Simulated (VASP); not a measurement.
# ScAl2 (Fd-3m) in VASP: further runs, part 2 of 3

VASP 6.6.1. Earlier steps stand in the parts before.

### 3 Single point, r2SCAN (volume scaled by 0.88)

The input, POSCAR:

```
ScAl2
1.0
    0.0000000000      3.6200640175      3.6200640175
    3.6200640175      0.0000000000      3.6200640175
    3.6200640175      3.6200640175      0.0000000000
Sc Al
2 4
Direct
    0.5000000000      0.5000000000      0.5000000000
    0.7500000000      0.7500000000      0.7500000000
    0.1250000000      0.1250000000      0.1250000000
    0.6250000000      0.1250000000      0.1250000000
    0.1250000000      0.6250000000      0.1250000000
    0.1250000000      0.1250000000      0.6250000000
```

The input, INCAR.step1:

```
SYSTEM = ScAl2
ALGO = Normal
EDIFF = 1E-4
ENCUT = 520
GGA = PE
ISMEAR = 0
LASPH = .TRUE.
LCHARG = .FALSE.
LREAL = .FALSE.
LWAVE = .TRUE.
NBANDS = 26
NELM = 100
PREC = Accurate
SIGMA = 0.1
```

The input, INCAR.step2:

```
SYSTEM = ScAl2
ALGO = Normal
EDIFF = 1E-6
ENCUT = 520
ISIF = 2
ISMEAR = 0
ISTART = 1
LASPH = .TRUE.
LCHARG = .FALSE.
LMIXTAU = .TRUE.
LREAL = .FALSE.
LWAVE = .FALSE.
METAGGA = R2SCAN
NBANDS = 26
NELM = 100
PREC = Accurate
SIGMA = 0.1
```

The input, KPOINTS:

```
k-points
0
G
  8 8 8
  0 0 0
```

Potentials or basis: VASP PAW PBE potentials, release 64 (Sc_sv, Al).

Launch:

```sh
cat potpaw_PBE.64/Sc_sv/POTCAR potpaw_PBE.64/Al/POTCAR > POTCAR
cp INCAR.step1 INCAR
mpirun -np 1 vasp_std > vasp.out
cp INCAR.step2 INCAR
mpirun -np 1 vasp_std > vasp.out
```

OUTCAR:

```text
SYSTEM = ScAl2
   EDIFF = 1E-6
   ENCUT = 520
   ISIF = 2
   ISMEAR = 0
   ISTART = 1
   LASPH = .TRUE.
   LREAL = .FALSE.
   METAGGA = R2SCAN
   NELM = 100
   PREC = Accurate

 ion  position               nearest neighbor table
   1  0.500  0.500  0.500-   3 3.00   5 3.00   6 3.00   3 3.00   4 3.00   6 3.00   3 3.00   4 3.00
                             5 3.00   4 3.00   5 3.00   6 3.00   2 3.14   2 3.14   2 3.14   2 3.14
   2  0.750  0.750  0.750-   4 3.00   5 3.00   6 3.00   3 3.00   4 3.00   5 3.00   3 3.00   4 3.00
                             6 3.00   3 3.00   5 3.00   6 3.00   1 3.14   1 3.14   1 3.14   1 3.14
   3  0.125  0.125  0.125-   4 2.56   5 2.56   6 2.56   6 2.56   5 2.56   4 2.56   1 3.00   2 3.00
                             1 3.00   2 3.00   1 3.00   2 3.00
   4  0.625  0.125  0.125-   3 2.56   6 2.56   5 2.56   3 2.56   5 2.56   6 2.56   2 3.00   1 3.00
                             1 3.00   2 3.00   2 3.00   1 3.00
   5  0.125  0.625  0.125-   3 2.56   6 2.56   3 2.56   4 2.56   6 2.56   4 2.56   2 3.00   1 3.00
                             2 3.00   2 3.00   1 3.00   1 3.00
   6  0.125  0.125  0.625-   3 2.56   3 2.56   4 2.56   5 2.56   5 2.56   4 2.56   1 3.00   2 3.00
                             1 3.00   2 3.00   1 3.00   2 3.00

  LATTYP: Found a face centered cubic cell.
 ALAT       =     7.2401280350

  Lattice vectors:

 A1 = (   0.0000000000,   3.6200640175,   3.6200640175)
 A2 = (   3.6200640175,   0.0000000000,   3.6200640175)
 A3 = (   3.6200640175,   3.6200640175,   0.0000000000)

Analysis of symmetry for initial positions (statically):
=====================================================================
 Subroutine PRICEL returns:
 Original cell was already a primitive cell.

 Routine SETGRP: Setting up the symmetry group for a
 face centered cubic supercell.

 Subroutine GETGRP returns: Found 48 space group operations
 (whereof 24 operations were pure point group operations)
 out of a pool of 48 trial point group operations.

The static configuration has the point symmetry T_d .
 The point group associated with its full space group is O_h .

Analysis of symmetry for dynamics (positions and initial velocities):
=====================================================================
 Subroutine PRICEL returns:
 Original cell was already a primitive cell.

 Routine SETGRP: Setting up the symmetry group for a
 face centered cubic supercell.

 Subroutine GETGRP returns: Found 48 space group operations
 (whereof 24 operations were pure point group operations)
 out of a pool of 48 trial point group operations.

The dynamic configuration has the point symmetry T_d .
 The point group associated with its full space group is O_h .

 Subroutine INISYM returns: Found 48 space group operations
 (whereof 24 operations are pure point group operations),
 and found     1 'primitive' translations

----------------------------------------------------------------------------------------

                                     Primitive cell

  volume of cell :      94.8809

  direct lattice vectors                    reciprocal lattice vectors
     0.000000000  3.620064017  3.620064017    -0.138119104  0.138119104  0.138119104
     3.620064017  0.000000000  3.620064017     0.138119104 -0.138119104  0.138119104
     3.620064017  3.620064017  0.000000000     0.138119104  0.138119104 -0.138119104

  length of vectors
[... 43 lines left out ...]
 Found     29 irreducible k-points:

 Following reciprocal coordinates:
            Coordinates               Weight
  0.000000  0.000000  0.000000      1.000000
  0.125000  0.000000  0.000000      8.000000
  0.250000  0.000000  0.000000      8.000000
  0.375000  0.000000  0.000000      8.000000
  0.500000  0.000000  0.000000      4.000000
  0.125000  0.125000  0.000000      6.000000
[... 16 lines left out ...]
  0.500000  0.250000  0.125000     48.000000
 -0.375000  0.250000  0.125000     24.000000
 [... further k-points ...]
   k-points           NKPTS =     29   k-points in BZ     NKDIM =     29   number of bands    NBANDS=     26
   number of dos      NEDOS =    301   number of ions     NIONS =      6
   total plane-waves  NPLWV =  64000
   dimension x,y,z NGX =    40 NGY =   40 NGZ =   40
   dimension x,y,z NGXF=    80 NGYF=   80 NGZF=   80
   ions per type =               2   4
   NGX,Y,Z   is equivalent  to a cutoff of  12.99, 12.99, 12.99 a.u.
   NGXF,Y,Z  is equivalent  to a cutoff of  25.98, 25.98, 25.98 a.u.
 SYSTEM =  ScAl2
   PREC   = accura    normal or accurate (medium, high low for compatibility)
   ISTART =      1    job   : 0-new  1-cont  2-samecut
   ICHARG =      0    charge: 1-file 2-atom 10-const
   ISPIN  =      1    spin polarized calculation?
   LNONCOLLINEAR =      F non collinear calculations
   LSORBIT =      F    spin-orbit coupling
   LASPH  =      T    aspherical Exc in radial PAW
   ENCUT  =  520.0 eV  38.22 Ry    6.18 a.u.   9.52  9.52  9.52*2*pi/ulx,y,z
   NELM   =    100;   NELMIN=  2; NELMDL=  0     # of ELM steps
   EDIFF  = 0.1E-05   stopping-criterion for ELM
   LREAL  =      F    real-space projection
   EDIFFG = 0.1E-04   stopping-criterion for IOM
   NSW    =      0    number of steps for IOM
   IBRION =     -1    ionic relax: 0-MD 1-quasi-New 2-CG
   NFREE  =      0    steps in history (QN), initial steepest desc. (CG)
   ISIF   =      2    stress and relaxation
   ISYM   =      2    0-nonsym 1-usesym 2-fastsym
   POTIM  = 0.5000    time-step for ionic-motion
   TEBEG  =    0.0;   TEEND  =   0.0 temperature during run
   PSTRESS=    0.0 pullay stress
   NELECT =      34.0000    total number of electrons
   NUPDOWN=      -1.0000    fix difference up-down
   EMIN   =  10.00;   EMAX   =-10.00  energy-range for DOS
   EFERMI =   0.00;   METHOD = LEGACY
   ISMEAR =     0;   SIGMA  =   0.10  broadening in eV -4-tet -1-fermi 0-gaus
   EFERMI_NEDOS =   21; number of points for ismear=-14 and -15
   IALGO  =     38    algorithm
   IMIX   =      4    mixing-type and parameters
     AMIX     =   0.40;   BMIX     =  1.00
     AMIX_MAG =   1.60;   BMIX_MAG =  1.00
  volume/ion in A,a.u.               =      15.81       106.71
  Fermi-wavevector in a.u.,A,eV,Ry     =   1.162809  2.197390 18.396760  1.352124
  Thomas-Fermi vector in A             =   2.299365
   LORBIT       =      0    0 simple, 1 ext, 2 COOP (PROOUT), +10 PAW based schemes
   METAGGA = R2SCAN    functional components
   LHFCALC =     F    Hartree Fock is set to
   AEXX    =    0.0000 exact exchange contribution
   IVDW    =     0    specifies the selected vdW correction
   LEPSILON=     F    determine dielectric tensor
   LRPA    =     F    only Hartree local field effects (RPA)
 non-spin polarized calculation
 Gauss-broadening in eV      SIGMA  =   0.10
  energy-cutoff  :      520.00
  volume of cell :       94.88
 maximum number of plane-waves:      2637
 NGX is ok and might be reduce to    40
   NGX = 19   NGY = 19   NGZ = 19

 number of electron      33.9999994 magnetization

 Free energy of the ion-electron system (eV)
  ---------------------------------------------------
  ext. energy  EPLUGINS =         0.00000000
  ---------------------------------------------------
  free energy    TOTEN  =       -52.33632056 eV

  energy without entropy =      -52.31613222  energy(sigma->0) =      -52.32622639

 E-fermi :   7.6450     XC(G=0): -11.5610

 val. band max:        7.6029937793   @ k =  -0.2500   0.1250   0.0000
 cond. band min:       7.6503045875   @ k =  -0.3750   0.3750   0.1250
 fundamental gap:      0.0473108081
 Fermi energy:         7.6449791032

 k-point     1 :       0.0000    0.0000    0.0000
  band No.  band energies     occupation
      1     -43.3675      2.00000
      2     -43.2971      2.00000
      3     -21.1414      2.00000
      4     -21.1414      2.00000
      5     -21.1414      2.00000
      6     -20.9744      2.00000
[... 685 lines left out ...]
     25      11.7188      0.00000
     26      12.1926      0.00000

 [... further k-points ...]
[... 5 lines left out ...]
  --------------------------------------------------------------------------------------
  -------------------------------------------------------------------------------------
  Total        9.2969013      9.2969013      9.2969013      0.0000000      0.0000000      0.0000000
  in kB      156.9893004    156.9893004    156.9893004      0.0000000      0.0000000      0.0000000
  external PRESSURE =     156.9893004 kB  Pullay stress =       0.0000000 kB

 VOLUME and BASIS-vectors are now :
 -----------------------------------------------------------------------------
  energy-cutoff  :      520.00
  volume of cell :       94.88
      direct lattice vectors                 reciprocal lattice vectors
     0.000000000  3.620064017  3.620064017    -0.138119104  0.138119104  0.138119104
     3.620064017  0.000000000  3.620064017     0.138119104 -0.138119104  0.138119104
     3.620064017  3.620064017  0.000000000     0.138119104  0.138119104 -0.138119104

 POSITION                                       TOTAL-FORCE (eV/Angst)
 -----------------------------------------------------------------------------------
      3.62006      3.62006      3.62006         0.000000      0.000000      0.000000
      5.43010      5.43010      5.43010        -0.000000     -0.000000     -0.000000
      0.90502      0.90502      0.90502        -0.000000      0.000000     -0.000000
      0.90502      2.71505      2.71505        -0.000000      0.000000     -0.000000
      2.71505      0.90502      2.71505        -0.000000     -0.000000     -0.000000
      2.71505      2.71505      0.90502        -0.000000      0.000000     -0.000000
 -----------------------------------------------------------------------------------
    total drift:                               -0.000000     -0.000000      0.000000

  FREE ENERGIE OF THE ION-ELECTRON SYSTEM (eV)
  ---------------------------------------------------
  free  energy   TOTEN  =       -52.3363205603 eV

  energy  without entropy=      -52.3161322239  energy(sigma->0) =      -52.32622639
```

Run time: 4.1 min. Hardware: 1 thread of AMD EPYC 9R45 (Zen 5), shared host; peak memory 0.25 GiB.

What came out:

```
Free energy            : -52.3363 eV
Pressure               : 15.7 GPa
Band gap on the k mesh : zero (band 17 reaches 8.48 eV, above the bottom of band 18 at 5.59 eV)
```

Caveat: the PAW data sets were made with another functional, which shifts forces and pressure a little.

(Part 2 of 3 ends here.)
